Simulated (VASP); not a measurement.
# TiC (NiAs type) (P6_3/mmc) in VASP: a series of runs

TiC (NiAs type) is run at these levels: PBE; tasks: single point, relaxation of cell and atoms.

Program: VASP 6.6.1. These are calculated values, not measurements. Logs are shortened: lines on timing, memory, paths and dates and some standing lists are left out, and cuts for length are marked.

## Step 1: The cell of the first run

Symmetry: P6_3/mmc, No. 194, hexagonal system. The conventional cell has a = 2.523 Å, b = 2.523 Å, c = 4.717 Å, α = 90.00°, β = 90.00°, γ = 120.00°. Ti (site symmetry -3m) has 6 C at 1.87 Å and 8 Ti at 2.36 to 2.52 Å within 2.6 Å. Within 2.6 Å of C (site symmetry -6m2) lie 6 Ti at 1.87 Å and 6 C at 2.52 Å.

## Step 2: Single point, PBE

The input, INCAR:

```
ALGO = Normal ; EDIFF = 1E-7
ENCUT = 520 ; GGA = PE
ISIF = 2 ; ISMEAR = -1
LASPH = True ; LCHARG = False
LREAL = False ; LWAVE = False
NBANDS = 24 ; NELM = 60
PREC = Accurate ; SIGMA = 0.05
```

The input, KPOINTS:

```
k-points
0
Gamma
  12 12 7
```

The input, POSCAR:

```
TiC
1.0
    2.5228131491      0.0000000000      0.0000000000
   -1.2614065746      2.1848202762      0.0000000000
    0.0000000000      0.0000000000      4.7173719804
Ti C
2 2
Direct
    0.0000000000      0.0000000000      0.0000000000
    0.0000000000      0.0000000000      0.5000000000
    0.3333333333      0.6666666667      0.2500000000
    0.6666666667      0.3333333333      0.7500000000
```

Potentials or basis: VASP PAW PBE potentials, release 64 (Ti_sv, C).

Launch:

```console
> cat potpaw_PBE.64/Ti_sv/POTCAR potpaw_PBE.64/C/POTCAR > POTCAR
> mpirun -np 1 vasp_std > vasp.out
```

OUTCAR:

```text
EDIFF = 1E-7
   ENCUT = 520
   GGA = PE
   ISIF = 2
   ISMEAR = -1
   LASPH = True
   LREAL = False
   NELM = 60
   PREC = Accurate

 ion  position               nearest neighbor table
   1  0.000  0.000  0.000-   3 1.87   4 1.87   4 1.87   3 1.87   4 1.87   3 1.87   2 2.36   2 2.36

   2  0.000  0.000  0.500-   3 1.87   4 1.87   4 1.87   3 1.87   4 1.87   3 1.87   1 2.36   1 2.36

   3  0.333  0.667  0.250-   1 1.87   2 1.87   1 1.87   2 1.87   1 1.87   2 1.87
   4  0.667  0.333  0.750-   1 1.87   2 1.87   1 1.87   2 1.87   1 1.87   2 1.87

  LATTYP: Found a hexagonal cell.
 ALAT       =     2.5228131491
 C/A-ratio  =     1.8698856006

  Lattice vectors:

 A1 = (   2.5228131491,   0.0000000000,   0.0000000000)
 A2 = (  -1.2614065746,   2.1848202762,   0.0000000000)
 A3 = (   0.0000000000,   0.0000000000,   4.7173719804)

Analysis of symmetry for initial positions (statically):
=====================================================================
 Subroutine PRICEL returns:
 Original cell was already a primitive cell.

 Routine SETGRP: Setting up the symmetry group for a
 hexagonal supercell.

 Subroutine GETGRP returns: Found 24 space group operations
 (whereof 12 operations were pure point group operations)
 out of a pool of 24 trial point group operations.

The static configuration has the point symmetry D_3d.
 The point group associated with its full space group is D_6h.

Analysis of symmetry for dynamics (positions and initial velocities):
=====================================================================
 Subroutine PRICEL returns:
 Original cell was already a primitive cell.

 Routine SETGRP: Setting up the symmetry group for a
 hexagonal supercell.

 Subroutine GETGRP returns: Found 24 space group operations
 (whereof 12 operations were pure point group operations)
 out of a pool of 24 trial point group operations.

The dynamic configuration has the point symmetry D_3d.
 The point group associated with its full space group is D_6h.

 Subroutine INISYM returns: Found 24 space group operations
 (whereof 12 operations are pure point group operations),
 and found     1 'primitive' translations

----------------------------------------------------------------------------------------

                                     Primitive cell

  volume of cell :      26.0017

  direct lattice vectors                    reciprocal lattice vectors
     2.522813149  0.000000000  0.000000000     0.396382903  0.228851776  0.000000000
    -1.261406575  2.184820276  0.000000000     0.000000000  0.457703552  0.000000000
     0.000000000  0.000000000  4.717371980     0.000000000  0.000000000  0.211982435

  length of vectors
     2.522813149  2.522813149  4.717371980     0.457703552  0.457703552  0.211982435

  position of ions in fractional coordinates (direct lattice)
     0.000000000  0.000000000  0.000000000
     0.000000000  0.000000000  0.500000000
     0.333333333  0.666666667  0.250000000
     0.666666667  0.333333333  0.750000000

  ion indices of the primitive-cell ions
   primitive index   ion index
                 1           1
                 2           2
                 3           3
                 4           4

----------------------------------------------------------------------------------------

 KPOINTS: k-points

Automatic generation of k-mesh.
 Grid dimensions read from file:
 generate k-points for:   12   12    7

 Generating k-lattice:

  Cartesian coordinates                     Fractional coordinates (reciprocal lattice)
     0.033031909  0.019070981  0.000000000     0.083333333  0.000000000  0.000000000
     0.000000000  0.038141963  0.000000000     0.000000000  0.083333333  0.000000000
     0.000000000  0.000000000  0.030283205     0.000000000  0.000000000  0.142857143

  Length of vectors
     0.038141963  0.038141963  0.030283205

  Shift w.r.t. Gamma in fractional coordinates (k-lattice)
     0.000000000  0.000000000  0.000000000

 Subroutine IBZKPT returns following result:
 ===========================================

 Found     76 irreducible k-points:

 Following reciprocal coordinates:
            Coordinates               Weight
  0.000000  0.000000  0.000000      1.000000
  0.083333  0.000000  0.000000      6.000000
  0.166667  0.000000  0.000000      6.000000
  0.250000  0.000000  0.000000      6.000000
  0.333333  0.000000  0.000000      6.000000
  0.416667  0.000000  0.000000      6.000000
[... 16 lines left out ...]
  0.250000  0.000000  0.142857     12.000000
  0.333333  0.000000  0.142857     12.000000
 [... further k-points ...]
   k-points           NKPTS =     76   k-points in BZ     NKDIM =     76   number of bands    NBANDS=     24
   number of dos      NEDOS =    301   number of ions     NIONS =      4
   total plane-waves  NPLWV =  14400
   dimension x,y,z NGX =    20 NGY =   20 NGZ =   36
   dimension x,y,z NGXF=    40 NGYF=   40 NGZF=   72
   ions per type =               2   2
   NGX,Y,Z   is equivalent  to a cutoff of  13.18, 13.18, 12.69 a.u.
   NGXF,Y,Z  is equivalent  to a cutoff of  26.36, 26.36, 25.37 a.u.
 SYSTEM =  unknown system
   PREC   = accura    normal or accurate (medium, high low for compatibility)
   ISTART =      0    job   : 0-new  1-cont  2-samecut
   ICHARG =      2    charge: 1-file 2-atom 10-const
   ISPIN  =      1    spin polarized calculation?
   LNONCOLLINEAR =      F non collinear calculations
   LSORBIT =      F    spin-orbit coupling
   LASPH  =      T    aspherical Exc in radial PAW
   ENCUT  =  520.0 eV  38.22 Ry    6.18 a.u.   4.69  4.69  8.77*2*pi/ulx,y,z
   NELM   =     60;   NELMIN=  2; NELMDL= -5     # of ELM steps
   EDIFF  = 0.1E-06   stopping-criterion for ELM
   LREAL  =      F    real-space projection
   EDIFFG = 0.1E-05   stopping-criterion for IOM
   NSW    =      0    number of steps for IOM
   IBRION =     -1    ionic relax: 0-MD 1-quasi-New 2-CG
   NFREE  =      0    steps in history (QN), initial steepest desc. (CG)
   ISIF   =      2    stress and relaxation
   ISYM   =      2    0-nonsym 1-usesym 2-fastsym
   POTIM  = 0.5000    time-step for ionic-motion
   TEBEG  =    0.0;   TEEND  =   0.0 temperature during run
   PSTRESS=    0.0 pullay stress
   NELECT =      32.0000    total number of electrons
   NUPDOWN=      -1.0000    fix difference up-down
   EMIN   =  10.00;   EMAX   =-10.00  energy-range for DOS
   EFERMI =   0.00;   METHOD = LEGACY
   ISMEAR =    -1;   SIGMA  =   0.05  broadening in eV -4-tet -1-fermi 0-gaus
   EFERMI_NEDOS =   21; number of points for ismear=-14 and -15
   IALGO  =     38    algorithm
   IMIX   =      4    mixing-type and parameters
     AMIX     =   0.40;   BMIX     =  1.00
     AMIX_MAG =   1.60;   BMIX_MAG =  1.00
  volume/ion in A,a.u.               =       6.50        43.87
  Fermi-wavevector in a.u.,A,eV,Ry     =   1.754383  3.315304 41.876844  3.077861
  Thomas-Fermi vector in A             =   2.824335
   LORBIT       =      0    0 simple, 1 ext, 2 COOP (PROOUT), +10 PAW based schemes
   GGA     = PE    functional components
   LHFCALC =     F    Hartree Fock is set to
   AEXX    =    0.0000 exact exchange contribution
   IVDW    =     0    specifies the selected vdW correction
   LEPSILON=     F    determine dielectric tensor
   LRPA    =     F    only Hartree local field effects (RPA)
 non-spin polarized calculation
  energy-cutoff  :      520.00
  volume of cell :       26.00
 maximum number of plane-waves:       726
 NGX is ok and might be reduce to    20
   NGX =  9   NGY =  9   NGZ = 17

 number of electron      31.9999994 magnetization

 Free energy of the ion-electron system (eV)
  ---------------------------------------------------
  ext. energy  EPLUGINS =         0.00000000
  ---------------------------------------------------
  free energy    TOTEN  =       -24.94793666 eV

  energy without entropy =      -24.93957677  energy(sigma->0) =      -24.94375672

 E-fermi :  15.5795     XC(G=0): -15.1258

 val. band max:       15.5762286382   @ k =   0.1667   0.0833   0.1429
 cond. band min:      15.5800405883   @ k =   0.3333   0.0000   0.4286
 fundamental gap:      0.0038119501
 Fermi energy:        15.5795414071

 k-point     1 :       0.0000    0.0000    0.0000
  band No.  band energies     occupation
      1     -40.2323      2.00000
      2     -39.7601      2.00000
      3     -18.0606      2.00000
      4     -15.4604      2.00000
      5     -15.4604      2.00000
      6     -15.2731      2.00000
[... 16 lines left out ...]
     23      21.2342      0.00000
     24      23.3978      0.00000

 k-point     2 :       0.0833    0.0000    0.0000
  band No.  band energies     occupation
      1     -40.2004      2.00000
      2     -39.7308      2.00000
      3     -18.0151      2.00000
      4     -15.6422      2.00000
      5     -15.4972      2.00000
      6     -15.3200      2.00000
[... 16 lines left out ...]
     23      21.6803      0.00000
     24      23.4052      0.00000

 k-point     3 :       0.1667    0.0000    0.0000
  band No.  band energies     occupation
      1     -40.1124      2.00000
      2     -39.6500      2.00000
      3     -17.8887      2.00000
      4     -16.1207      2.00000
      5     -15.7284      2.00000
      6     -15.5967      2.00000
[... 16 lines left out ...]
     23      23.0209      0.00000
     24      23.5557      0.00000
[... 514 lines left out ...]
 k-point    23 :       0.2500    0.0000    0.1429
  band No.  band energies     occupation
      1     -39.9682      2.00000
      2     -39.5609      2.00000
      3     -17.5963      2.00000
      4     -16.7164      2.00000
      5     -16.2860      2.00000
      6     -15.7136      2.00000
[... 16 lines left out ...]
     23      22.8997      0.00000
     24      25.1648      0.00000

 k-point    24 :       0.3333    0.0000    0.1429
  band No.  band energies     occupation
      1     -39.8428      2.00000
      2     -39.4451      2.00000
      3     -17.4221      2.00000
      4     -17.2896      2.00000
      5     -16.8012      2.00000
      6     -15.8428      2.00000
[... 16 lines left out ...]
     23      22.9258      0.00000
     24      26.3826      0.00000

 [... further k-points ...]

------------------------ aborting loop because EDIFF is reached ----------------------------------------

  FORCE on cell =-STRESS in cart. coord.  units (eV):
  Direction    XX          YY          ZZ          XY          YZ          ZX
  --------------------------------------------------------------------------------------
  -------------------------------------------------------------------------------------
  Total       48.2398216     48.2398217     48.2133650     -0.0000000      0.0000000      0.0000000
  in kB     2972.4554149   2972.4554151   2970.8252024     -0.0000001      0.0000000      0.0000000
  external PRESSURE =    2971.9120108 kB  Pullay stress =       0.0000000 kB

 VOLUME and BASIS-vectors are now :
 -----------------------------------------------------------------------------
  energy-cutoff  :      520.00
  volume of cell :       26.00
      direct lattice vectors                 reciprocal lattice vectors
     2.522813149  0.000000000  0.000000000     0.396382903  0.228851776  0.000000000
    -1.261406575  2.184820276  0.000000000     0.000000000  0.457703552  0.000000000
     0.000000000  0.000000000  4.717371980     0.000000000  0.000000000  0.211982435

 POSITION                                       TOTAL-FORCE (eV/Angst)
 -----------------------------------------------------------------------------------
      0.00000      0.00000      0.00000        -0.000000     -0.000000     -0.000000
      0.00000      0.00000      2.35869        -0.000000     -0.000000     -0.000000
     -0.00000      1.45655      1.17934         0.000000     -0.000000     -0.000000
      1.26141      0.72827      3.53803        -0.000000      0.000000      0.000000
 -----------------------------------------------------------------------------------
    total drift:                               -0.000000      0.000000      0.000000

  FREE ENERGIE OF THE ION-ELECTRON SYSTEM (eV)
  ---------------------------------------------------
  free  energy   TOTEN  =       -24.9479366636 eV

  energy  without entropy=      -24.9395767675  energy(sigma->0) =      -24.94375672
```

It took 83 s on 1 thread of Intel Xeon Platinum 8175M at 2.50GHz (Skylake/Cascade Lake), shared host; peak memory 0.17 GiB.

Results:

| Property | Result |
| --- | --- |
| Free energy | -24.9479 eV |
| Pressure | 297.2 GPa |
| Band gap on the k mesh | zero (bands 16 and 17 overlap by 1.89 eV) |

Stress tensor (GPa, compression positive):
```
297.25   0.00   0.00
  0.00 297.25   0.00
  0.00   0.00 297.08
```

Levels at points of the mesh, in eV from the Fermi level:
| k point | band 13 | band 14 | band 15 | band 16 | band 17 | band 18 | band 19 | band 20 |
| --- | --- | --- | --- | --- | --- | --- | --- | --- |
| (0.00, 0.00, 0.00) | -3.42 | -2.69 | 1.45 | 1.45 | 1.71 | 1.78 | 1.78 | 3.14 |
| (0.50, 0.00, 0.00) | -4.08 | -2.47 | -2.33 | -0.09 | 0.86 | 1.59 | 4.73 | 5.84 |

Caveat: the cell stands under pressure.

## Step 3: Relaxation of cell and atoms, PBE, target pressure 300 GPa, at which the enthalpy is minimised

This run uses another cell than the first one, of 6.30 Å³/atom.

The input, INCAR:

```
SYSTEM = TiC
PREC = Accurate ; ENCUT = 600
EDIFF = 1E-6 ; ISMEAR = -1
SIGMA = 0.05 ; LREAL = .False.
LASPH = .True. ; NELM = 100
ALGO = Normal ; ISIF = 3
LWAVE = .False. ; LCHARG = .False.
GGA = PE ; IBRION = 2
NSW = 60 ; EDIFFG = -0.005
PSTRESS = 3000.0
```

The input, KPOINTS:

```
Automatic mesh
0
Gamma
  12 12 7
  0 0 0
```

The input, POSCAR:

```
TiC
1.0
    2.6582286880      0.0000000000      0.0000000000
   -1.3291143440      2.3020935728      0.0000000000
    0.0000000000      0.0000000000      4.1202544664
Ti C
2 2
Direct
    0.0000000000      0.0000000000      0.0000000000
    0.0000000000      0.0000000000      0.5000000000
    0.3333333333      0.6666666667      0.2500000000
    0.6666666667      0.3333333333      0.7500000000
```

Potentials or basis: VASP PAW PBE potentials, release 64 (Ti_sv, C).

Launch:

```console
> cat potpaw_PBE.64/Ti_sv/POTCAR potpaw_PBE.64/C/POTCAR > POTCAR
> mpirun -np 1 vasp_std > vasp.out
```

Wall time 8.4 min (1 thread of Intel Xeon Platinum 8175M at 2.50GHz (Skylake/Cascade Lake), shared host); peak memory 0.19 GiB.

The run converged. Its results:

| Property | Result |
| --- | --- |
| Free energy | -24.8127 eV |
| Relaxed volume | 6.48 Å³/atom |
| Relaxed cell | a = 2.521 Å, b = 2.521 Å, c = 4.712 Å, α = 90.00°, β = 90.00°, γ = 120.00° |
| Space group after relaxing (to 0.1 Å) | P6_3/mmc (No. 194) |
| Energy change on relaxing (the run minimises the enthalpy) | -719.0 meV/atom |
| Ionic steps | 12 |
| Pressure after relaxing | 299.9 GPa |
| Band gap on the k mesh | zero (bands 16 and 17 overlap by 1.89 eV) |

Stress tensor (GPa, compression positive):
```
299.92   0.00   0.00
  0.00 299.92   0.00
  0.00   0.00 300.00
```

The path:
```csv
step,energy change (eV),largest force (eV/Å),pressure (GPa),volume (Å³)
1,0.0000,0.0000,336.88,25.21
2,-8.6253,0.0000,154.25,30.24
3,-5.4190,0.0000,241.21,27.55
4,1.6089,0.0000,368.27,24.05
5,-3.6563,0.0000,281.43,26.36
6,-3.4325,0.0000,285.87,26.24
7,-3.5092,0.0000,284.35,26.28
8,-1.4716,0.0000,333.22,25.23
9,-2.8488,0.0000,300.39,25.91
10,-2.8262,0.0000,300.97,25.90
11,-2.8879,0.0000,299.89,25.93
12,-2.8760,0.0000,299.95,25.93
```

Final structure:
```
CELL_PARAMETERS angstrom
2.52052 0.00000 0.00000
-1.26026 2.18284 0.00000
0.00000 0.00000 4.71249
ATOMIC_POSITIONS crystal
Ti 0.00000 0.00000 0.00000
Ti 0.00000 0.00000 0.50000
C 0.33333 0.66667 0.25000
C 0.66667 0.33333 0.75000
```

Levels at points of the mesh, in eV from the Fermi level:
```tsv
k point	band 13	band 14	band 15	band 16	band 17	band 18	band 19	band 20
(0.00, 0.00, 0.00)	-3.43	-2.71	1.45	1.45	1.72	1.78	1.78	3.14
(0.50, 0.00, 0.00)	-4.09	-2.46	-2.35	-0.08	0.86	1.60	4.74	5.85
```

Caveat: the cell is relaxed towards a set pressure, so the run minimises the enthalpy, not the energy.
